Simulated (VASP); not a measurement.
# Mo (Im-3m) in VASP: further runs

The runs below take Mo through single point, relaxation of cell and atoms, with PBE, LDA.

Program: VASP 6.6.1. These are calculated values, not measurements. Logs are shortened: lines on timing, memory, paths and dates and some standing lists are left out, and cuts for length are marked.

### 1 The cell of the first run

Symmetry: Im-3m, No. 229, cubic system. The conventional cell has a = 3.168 Å, b = 3.168 Å, c = 3.168 Å, α = 90.00°, β = 90.00°, γ = 90.00°. Within 3.6 Å of Mo (site symmetry m-3m) lie 14 Mo at 2.74 to 3.17 Å.

### 2 Single point, PBE

File INCAR:

```
PREC     = Accurate       # precision mode
ENCUT    = 520            # plane-wave cutoff, eV
EDIFF    = 1E-6           # SCF threshold, eV
ISMEAR   = 0              # smearing method
SIGMA    = 0.020999999999999998 # smearing width, eV
LREAL    = F              # projectors in reciprocal space
LASPH    = T              # aspherical terms in the spheres
NELM     = 60             # most SCF steps
ALGO     = Normal         # electronic algorithm
ISIF     = 2              # what is computed and relaxed
LWAVE    = F              # write WAVECAR
LCHARG   = T              # write CHGCAR
GGA      = PE             # functional
LELF     = T              # ELF
LVHAR    = T            
NBANDS   = 13             # bands
```

File KPOINTS:

```
regular mesh
0
Gamma
  12 12 12
```

File POSCAR:

```
Mo
1.0
   -1.5838089719      1.5838089719      1.5838089719
    1.5838089719     -1.5838089719      1.5838089719
    1.5838089719      1.5838089719     -1.5838089719
Mo
1
Direct
    0.0000000000      0.0000000000      0.0000000000
```

Potentials or basis: VASP PAW PBE potentials, release 64 (Mo_sv).

Run with:

```sh
cat potpaw_PBE.64/Mo_sv/POTCAR > POTCAR
mpirun -np 1 vasp_std > vasp.out
```

OUTCAR:

```text
PREC = Accurate
   ENCUT = 520
   EDIFF = 1E-6
   ISMEAR = 0
   LREAL = F
   LASPH = T
   NELM = 60
   ISIF = 2
   GGA = PE

 ion  position               nearest neighbor table
   1  0.000  0.000  0.000-

  LATTYP: Found a body centered cubic cell.
 ALAT       =     3.1676179438

  Lattice vectors:

 A1 = (  -1.5838089719,   1.5838089719,   1.5838089719)
 A2 = (   1.5838089719,  -1.5838089719,   1.5838089719)
 A3 = (   1.5838089719,   1.5838089719,  -1.5838089719)

Analysis of symmetry for initial positions (statically):
=====================================================================
 Subroutine PRICEL returns:
 Original cell was already a primitive cell.

 Routine SETGRP: Setting up the symmetry group for a
 body centered cubic supercell.

 Subroutine GETGRP returns: Found 48 space group operations
 (whereof 48 operations were pure point group operations)
 out of a pool of 48 trial point group operations.

The static configuration has the point symmetry O_h .

Analysis of symmetry for dynamics (positions and initial velocities):
=====================================================================
 Subroutine PRICEL returns:
 Original cell was already a primitive cell.

 Routine SETGRP: Setting up the symmetry group for a
 body centered cubic supercell.

 Subroutine GETGRP returns: Found 48 space group operations
 (whereof 48 operations were pure point group operations)
 out of a pool of 48 trial point group operations.

The dynamic configuration has the point symmetry O_h .

 Subroutine INISYM returns: Found 48 space group operations
 (whereof 48 operations are pure point group operations),
 and found     1 'primitive' translations

----------------------------------------------------------------------------------------

                                     Primitive cell

  volume of cell :      15.8916

  direct lattice vectors                    reciprocal lattice vectors
    -1.583808972  1.583808972  1.583808972     0.000000000  0.315694638  0.315694638
     1.583808972 -1.583808972  1.583808972     0.315694638  0.000000000  0.315694638
     1.583808972  1.583808972 -1.583808972     0.315694638  0.315694638  0.000000000

  length of vectors
     2.743237609  2.743237609  2.743237609     0.446459639  0.446459639  0.446459639

  position of ions in fractional coordinates (direct lattice)
     0.000000000  0.000000000  0.000000000

  ion indices of the primitive-cell ions
   primitive index   ion index
                 1           1

----------------------------------------------------------------------------------------

 KPOINTS: regular mesh

Automatic generation of k-mesh.
 Grid dimensions read from file:
 generate k-points for:   12   12   12

 Generating k-lattice:

  Cartesian coordinates                     Fractional coordinates (reciprocal lattice)
     0.000000000  0.026307886  0.026307886     0.083333333  0.000000000  0.000000000
     0.026307886  0.000000000  0.026307886     0.000000000  0.083333333  0.000000000
     0.026307886  0.026307886  0.000000000     0.000000000  0.000000000  0.083333333

  Length of vectors
     0.037204970  0.037204970  0.037204970

  Shift w.r.t. Gamma in fractional coordinates (k-lattice)
     0.000000000  0.000000000  0.000000000

 Subroutine IBZKPT returns following result:
 ===========================================

 Found     72 irreducible k-points:

 Following reciprocal coordinates:
            Coordinates               Weight
  0.000000  0.000000  0.000000      1.000000
  0.083333  0.000000  0.000000     12.000000
  0.166667  0.000000  0.000000     12.000000
  0.250000  0.000000  0.000000     12.000000
  0.333333  0.000000  0.000000     12.000000
  0.416667  0.000000  0.000000     12.000000
[... 16 lines left out ...]
  0.333333  0.083333  0.083333     24.000000
  0.416667  0.083333  0.083333     12.000000
 [... further k-points ...]
   k-points           NKPTS =     72   k-points in BZ     NKDIM =     72   number of bands    NBANDS=     13
   number of dos      NEDOS =    301   number of ions     NIONS =      1
   total plane-waves  NPLWV =   8000
   dimension x,y,z NGX =    20 NGY =   20 NGZ =   20
   dimension x,y,z NGXF=    40 NGYF=   40 NGZF=   40
   ions per type =               1
   NGX,Y,Z   is equivalent  to a cutoff of  12.12, 12.12, 12.12 a.u.
   NGXF,Y,Z  is equivalent  to a cutoff of  24.24, 24.24, 24.24 a.u.
 SYSTEM =  unknown system
   PREC   = accura    normal or accurate (medium, high low for compatibility)
   ISTART =      0    job   : 0-new  1-cont  2-samecut
   ICHARG =      2    charge: 1-file 2-atom 10-const
   ISPIN  =      1    spin polarized calculation?
   LNONCOLLINEAR =      F non collinear calculations
   LSORBIT =      F    spin-orbit coupling
   LASPH  =      T    aspherical Exc in radial PAW
   ENCUT  =  520.0 eV  38.22 Ry    6.18 a.u.   5.10  5.10  5.10*2*pi/ulx,y,z
   NELM   =     60;   NELMIN=  2; NELMDL= -5     # of ELM steps
   EDIFF  = 0.1E-05   stopping-criterion for ELM
   LREAL  =      F    real-space projection
   EDIFFG = 0.1E-04   stopping-criterion for IOM
   NSW    =      0    number of steps for IOM
   IBRION =     -1    ionic relax: 0-MD 1-quasi-New 2-CG
   NFREE  =      0    steps in history (QN), initial steepest desc. (CG)
   ISIF   =      2    stress and relaxation
   ISYM   =      2    0-nonsym 1-usesym 2-fastsym
   POTIM  = 0.5000    time-step for ionic-motion
   TEBEG  =    0.0;   TEEND  =   0.0 temperature during run
   PSTRESS=    0.0 pullay stress
   NELECT =      14.0000    total number of electrons
   NUPDOWN=      -1.0000    fix difference up-down
   EMIN   =  10.00;   EMAX   =-10.00  energy-range for DOS
   EFERMI =   0.00;   METHOD = LEGACY
   ISMEAR =     0;   SIGMA  =   0.02  broadening in eV -4-tet -1-fermi 0-gaus
   EFERMI_NEDOS =   21; number of points for ismear=-14 and -15
   IALGO  =     38    algorithm
   IMIX   =      4    mixing-type and parameters
     AMIX     =   0.40;   BMIX     =  1.00
     AMIX_MAG =   1.60;   BMIX_MAG =  1.00
  volume/ion in A,a.u.               =      15.89       107.24
  Fermi-wavevector in a.u.,A,eV,Ry     =   1.569380  2.965698 33.510508  2.462953
  Thomas-Fermi vector in A             =   2.671271
   LORBIT       =      0    0 simple, 1 ext, 2 COOP (PROOUT), +10 PAW based schemes
   GGA     = PE    functional components
   LHFCALC =     F    Hartree Fock is set to
   AEXX    =    0.0000 exact exchange contribution
   IVDW    =     0    specifies the selected vdW correction
   LEPSILON=     F    determine dielectric tensor
   LRPA    =     F    only Hartree local field effects (RPA)
 non-spin polarized calculation
 Gauss-broadening in eV      SIGMA  =   0.02
  energy-cutoff  :      520.00
  volume of cell :       15.89
 maximum number of plane-waves:       442
   NGX = 11   NGY = 11   NGZ = 11

 number of electron      14.0000005 magnetization

 Free energy of the ion-electron system (eV)
  ---------------------------------------------------
  ext. energy  EPLUGINS =         0.00000000
  ---------------------------------------------------
  free energy    TOTEN  =       -10.94981421 eV

  energy without entropy =      -10.94972068  energy(sigma->0) =      -10.94976745

 E-fermi :  12.2763     XC(G=0): -13.2973

 val. band max:       12.2755249334   @ k =   0.5000   0.5000   0.0833
 cond. band min:      12.3343777411   @ k =  -0.3333   0.3333   0.2500
 fundamental gap:      0.0588528077
 Fermi energy:        12.2762892473

 k-point     1 :       0.0000    0.0000    0.0000
  band No.  band energies     occupation
      1     -48.9478      2.00000
      2     -22.2511      2.00000
      3     -22.2511      2.00000
      4     -22.2511      2.00000
      5       5.1491      2.00000
      6      10.9985      2.00000
      7      10.9985      2.00000
      8      10.9985      2.00000
      9      13.9629      0.00000
     10      13.9629      0.00000
     11      27.1363      0.00000
     12      27.1363      0.00000
     13      27.1363      0.00000

 k-point     2 :       0.0833    0.0000    0.0000
  band No.  band energies     occupation
      1     -48.9316      2.00000
      2     -22.3461      2.00000
      3     -22.2805      2.00000
      4     -22.2518      2.00000
      5       5.4478      2.00000
      6      10.8324      2.00000
      7      10.9673      2.00000
      8      11.2796      2.00000
      9      13.7323      0.00000
     10      13.9686      0.00000
     11      27.3483      0.00000
     12      27.6411      0.00000
     13      27.6924      0.00000

 k-point     3 :       0.1667    0.0000    0.0000
  band No.  band energies     occupation
      1     -48.8869      2.00000
      2     -22.6006      2.00000
      3     -22.3602      2.00000
      4     -22.2536      2.00000
      5       6.2390      2.00000
      6      10.4100      2.00000
      7      10.8211      2.00000
      8      12.0963      2.00000
      9      13.4067      0.00000
     10      14.0077      0.00000
     11      27.6346      0.00000
     12      28.6658      0.00000
     13      29.0662      0.00000

 k-point     4 :       0.2500    0.0000    0.0000
  band No.  band energies     occupation
      1     -48.8253      2.00000
      2     -22.9378      2.00000
      3     -22.4672      2.00000
      4     -22.2562      2.00000
      5       7.1066      2.00000
      6       9.8926      2.00000
      7      10.7913      2.00000
      8      13.3621      0.00000
      9      13.4444      0.00000
     10      14.1197      0.00000
     11      27.0711      0.00000
     12      28.3262      0.00000
     13      31.2016      0.00000

 k-point     5 :       0.3333    0.0000    0.0000
  band No.  band energies     occupation
      1     -48.7630      2.00000
      2     -23.2639      2.00000
      3     -22.5724      2.00000
      4     -22.2589      2.00000
      5       7.3782      2.00000
      6       9.4286      2.00000
      7      11.6122      2.00000
      8      13.7579      0.00000
      9      14.3092      0.00000
     10      14.8965      0.00000
     11      25.7754      0.00000
     12      26.5023      0.00000
     13      33.0160      0.00000
[... 257 lines left out ...]
 k-point    22 :       0.2500    0.0833    0.0833
  band No.  band energies     occupation
      1     -48.7512      2.00000
      2     -23.2721      2.00000
      3     -22.5838      2.00000
      4     -22.3402      2.00000
      5       7.9792      2.00000
      6       9.3367      2.00000
      7      10.6558      2.00000
      8      13.8580      0.00000
      9      14.3472      0.00000
     10      16.2886      0.00000
     11      26.2477      0.00000
     12      26.2866      0.00000
     13      29.9937      0.00000

 k-point    23 :       0.3333    0.0833    0.0833
  band No.  band energies     occupation
      1     -48.7103      2.00000
      2     -23.4351      2.00000
      3     -22.6964      2.00000
      4     -22.3476      2.00000
      5       7.7818      2.00000
      6       9.0839      2.00000
      7      11.9421      2.00000
      8      14.0738      0.00000
      9      14.5486      0.00000
     10      17.8591      0.00000
     11      24.1470      0.00000
     12      25.1731      0.00000
     13      28.6684      0.00000

 k-point    24 :       0.4167    0.0833    0.0833
  band No.  band energies     occupation
      1     -48.6953      2.00000
      2     -23.4928      2.00000
      3     -22.7387      2.00000
      4     -22.3504      2.00000
      5       7.6695      2.00000
      6       8.9979      2.00000
      7      12.6197      0.00000
      8      14.1427      0.00000
      9      14.6275      0.00000
     10      18.5628      0.00000
     11      23.1690      0.00000
     12      24.7769      0.00000
     13      28.1435      0.00000

 [... further k-points ...]
[... 5 lines left out ...]
  --------------------------------------------------------------------------------------
  -------------------------------------------------------------------------------------
  Total       -0.1410341     -0.1410341     -0.1410341      0.0000000     -0.0000000      0.0000000
  in kB      -14.2189130    -14.2189130    -14.2189130      0.0000000     -0.0000000      0.0000000
  external PRESSURE =     -14.2189130 kB  Pullay stress =       0.0000000 kB

 VOLUME and BASIS-vectors are now :
 -----------------------------------------------------------------------------
  energy-cutoff  :      520.00
  volume of cell :       15.89
      direct lattice vectors                 reciprocal lattice vectors
    -1.583808972  1.583808972  1.583808972     0.000000000  0.315694638  0.315694638
     1.583808972 -1.583808972  1.583808972     0.315694638  0.000000000  0.315694638
     1.583808972  1.583808972 -1.583808972     0.315694638  0.315694638  0.000000000

 POSITION                                       TOTAL-FORCE (eV/Angst)
 -----------------------------------------------------------------------------------
      0.00000      0.00000      0.00000        -0.000000     -0.000000     -0.000000
 -----------------------------------------------------------------------------------
    total drift:                                0.000000     -0.000000      0.000000

  FREE ENERGIE OF THE ION-ELECTRON SYSTEM (eV)
  ---------------------------------------------------
  free  energy   TOTEN  =       -10.9498142132 eV

  energy  without entropy=      -10.9497206777  energy(sigma->0) =      -10.94976745
```

Wall time 5.2 s (1 thread of Intel Xeon 6975P-C (Granite Rapids), shared host); peak memory 0.13 GiB.

Results:

```yaml
Free_energy: -10.9498 eV
Pressure: -1.4 GPa
Band_gap_on_the_k_mesh: zero (band 7 reaches 16.22 eV, above the bottom of band 8 at 11.00 eV)
```

### 3 Relaxation of cell and atoms, LDA

File INCAR:

```
SYSTEM = Mo
PREC = Accurate ; ENCUT = 600
EDIFF = 1E-6 ; ISMEAR = -1
SIGMA = 0.05 ; LREAL = .FALSE.
LASPH = .TRUE. ; NELM = 80
ALGO = Normal ; ISIF = 3
LWAVE = .FALSE. ; LCHARG = .FALSE.
IBRION = 2 ; NSW = 80
EDIFFG = -0.02
```

File KPOINTS:

```
regular mesh
0
G
  12 12 12
  0 0 0
```

POSCAR is that of step 2.

Potentials or basis: VASP PAW LDA potentials, release 64 (Mo_sv).

Run with:

```sh
cat potpaw_LDA.64/Mo_sv/POTCAR > POTCAR
mpirun -np 1 vasp_std > vasp.out
```

Wall time 12 s (1 thread of Intel Xeon 6975P-C (Granite Rapids), shared host); peak memory 0.14 GiB.

The run converged. Its results:

```yaml
Free_energy: -12.1475 eV
Relaxed_volume: 15.13 Å³/atom
Relaxed_cell: a = 2.699 Å, b = 2.699 Å, c = 2.699 Å, α = 109.47°, β = 109.47°, γ = 109.47°
Space_group_after_relaxing_to_0.05_Å: Im-3m (No. 229)
Energy_gained_by_relaxing: 33.2 meV/atom
Ionic_steps: 4
Pressure_after_relaxing: -0.2 GPa
Band_gap_on_the_k_mesh: zero (band 7 reaches 17.20 eV, above the bottom of band 8 at 11.56 eV)
```

Step by step:
```
step  energy change (eV)  largest force (eV/Å)  pressure (GPa)  volume (Å³)
   1              0.0000                0.0000          -13.21        15.89
   2              0.2975                0.0000           58.09        13.06
   3             -0.0331                0.0000           -0.96        15.17
   4             -0.0332                0.0000           -0.17        15.13
```

Final structure:
```
CELL_PARAMETERS angstrom
-1.55804 1.55804 1.55804
1.55804 -1.55804 1.55804
1.55804 1.55804 -1.55804
ATOMIC_POSITIONS crystal
Mo 0.00000 0.00000 0.00000
```

Levels at points of the mesh, in eV from the Fermi level:
```
           k point  band 5  band 6  band 7  band 8  band 9  band 10
(0.00, 0.00, 0.00)   -7.27   -1.38   -1.38   -1.38    1.74     1.74
(0.50, 0.00, 0.00)   -5.48   -3.52    1.80    1.87    2.45     5.07
(0.50, 0.50, 0.50)   -5.66   -5.66    4.26    4.26    4.26     9.37
```

[end of part 1 of 2]
